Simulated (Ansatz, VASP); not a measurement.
## SrY2SnS4: VASP beside Ansatz

```
Sn Sr Y S
1.0
    -3.51212    3.51212    4.17614
     3.51212   -3.51212    4.17614
     3.51212    3.51212   -4.17614
Sn Sr Y S
1 1 2 4
Cartesian
  0.0000 0.0000 0.0000
  0.0000 0.0000 4.1761
  3.5121 0.0000 2.0881
  0.0000 3.5121 2.0881
  1.4512 1.4512 -1.4311
  -2.0609 2.0609 5.6072
  2.0609 2.0609 2.7451
  2.0609 -2.0609 5.6072
```

Alike in both runs: task single point; functional PBE; k mesh 7 × 7 × 7; no spin polarisation.

|  | VASP | Ansatz |
| --- | --- | --- |
| version | VASP 6.6.1 | Ansatz 0.2.0 |
| potentials or method | VASP PAW PBE potentials, release 64 (Sn_d, Sr_sv, Y_sv, S), cutoff 520 eV | PAW plane waves |
| occupations | fermi-dirac, width 0.1 eV | fermi-dirac |
| valence electrons in the cell | 70 | 70 |

```tsv
	VASP	Ansatz	Ansatz less VASP
pressure (GPa)	7.0	7.0	+0.04
traceless stress, the component that is largest in VASP (GPa)	-3.82	-3.84	-0.012
rms of the force components (eV/Å)	0.667	0.667	+0.0005
```

Atom by atom the forces differ by 0.001 eV/Å (rms over components).
